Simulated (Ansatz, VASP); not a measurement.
## ZnS: VASP beside Ansatz

File POSCAR:

```
ZnS
1.0
    3.8068506073      0.0000000000      0.0000000000
   -1.9034253037      3.2968293343      0.0000000000
    0.0000000000      0.0000000000      6.2475893693
Zn S
2 2
Direct
    0.3333333333      0.6666666667      0.0054009072
    0.6666666667      0.3333333333      0.5054009072
    0.3333333333      0.6666666667      0.3795990928
    0.6666666667      0.3333333333      0.8795990928
```

Contents of INCAR.step1:

```
SYSTEM = ZnS
PREC     = Accurate       ! precision mode
ENCUT    = 520            ! plane-wave cutoff, eV
EDIFF    = 1E-5           ! SCF threshold, eV
ISMEAR   = 0              ! smearing method
SIGMA    = 0.05           ! smearing width, eV
LREAL    = .False.        ! projectors in reciprocal space
LASPH    = .True.         ! aspherical terms in the spheres
NELM     = 80             ! most SCF steps
ALGO     = Normal         ! electronic algorithm
ISIF     = 2              ! what is computed and relaxed
LWAVE    = .True.         ! write WAVECAR
LCHARG   = .False.        ! write CHGCAR
NBANDS   = 26             ! bands
GGA      = PE             ! functional
```

The input INCAR.step2:

```
SYSTEM = ZnS
PREC     = Accurate       ! precision mode
ENCUT    = 520            ! plane-wave cutoff, eV
EDIFF    = 1E-6           ! SCF threshold, eV
ISMEAR   = 0              ! smearing method
SIGMA    = 0.05           ! smearing width, eV
LREAL    = .False.        ! projectors in reciprocal space
LASPH    = .True.         ! aspherical terms in the spheres
NELM     = 80             ! most SCF steps
ALGO     = Normal         ! electronic algorithm
ISIF     = 2              ! what is computed and relaxed
LWAVE    = .False.        ! write WAVECAR
LCHARG   = .False.        ! write CHGCAR
GGA      = PE             ! functional
LHFCALC  = .True.         ! exact exchange
AEXX     = 0.25           ! exact-exchange fraction
HFSCREEN = 0.1            ! screening, 1/A
PRECFOCK = Normal       
NBANDS   = 26             ! bands
ISTART   = 1
```

File KPOINTS:

```
regular mesh
0
Gamma
  4 4 2
  0 0 0
```

Input for Ansatz:

```yaml
crystal:
  lattice:
    - [3.8068506073, 0.0, 0.0]
    - [-1.9034253037, 3.2968293343, 0.0]
    - [0.0, 0.0, 6.2475893693]
  atoms:
    - { symbol: Zn, position: [0.3333333333, 0.6666666667, 0.0054009072] }
    - { symbol: Zn, position: [0.6666666667, 0.3333333333, 0.5054009072] }
    - { symbol: S, position: [0.3333333333, 0.6666666667, 0.3795990928] }
    - { symbol: S, position: [0.6666666667, 0.3333333333, 0.8795990928] }
basis:
  ecutwfc: 420
  ecutrho_ratio: 4
kpoints:
  mp_grid: { grid: [4, 4, 2] }
hamiltonian:
  xc: { preset: hse06, exx: { coeff: 0.25, omega: 0.1 } }
scf:
  occupations: { method: gaussian, width: 0.05 }
  n_extra_bands: 11
output:
  forces: true
  stress: true
  eigenvalues: true
  populations: true
  dos: { projected: true, de: 0.02 }
```

Alike in both runs: task single point; functional PBE-based screened hybrid with a share of 0.25 of exact exchange and HFSCREEN = 0.1; k mesh 4 × 4 × 2; occupations gaussian, width 0.05 eV; no spin polarisation.

|  | VASP | Ansatz |
| --- | --- | --- |
| version | VASP 6.6.1 | Ansatz 0.2.0 |
| potentials or method | VASP PAW PBE potentials, release 64 (Zn, S), cutoff 520 eV | scalar-relativistic, plane waves, PAW |
| valence electrons in the cell | 36 | 36 |

|  | VASP | Ansatz | Ansatz less VASP |
| --- | --- | --- | --- |
| gap on the k mesh at the Fermi level (eV) | 3.79 | 3.78 | -0.012 |
| least direct gap on the mesh (eV) | 3.79 | 3.78 | -0.012 |
| pressure (GPa) | 1.4 | 1.5 | +0.11 |
| traceless stress, the component that is largest in VASP (GPa) | -0.32 | -0.33 | -0.002 |

VASP's potentials were made for PBE, not for PBE-based screened hybrid. The functional is the same, so the differences come from potentials, cutoffs and numerics. Ansatz's warnings: stress exchange threshold loose, stress scf threshold loose.

The k mesh is coarse, so the values compare programs but aren't converged.
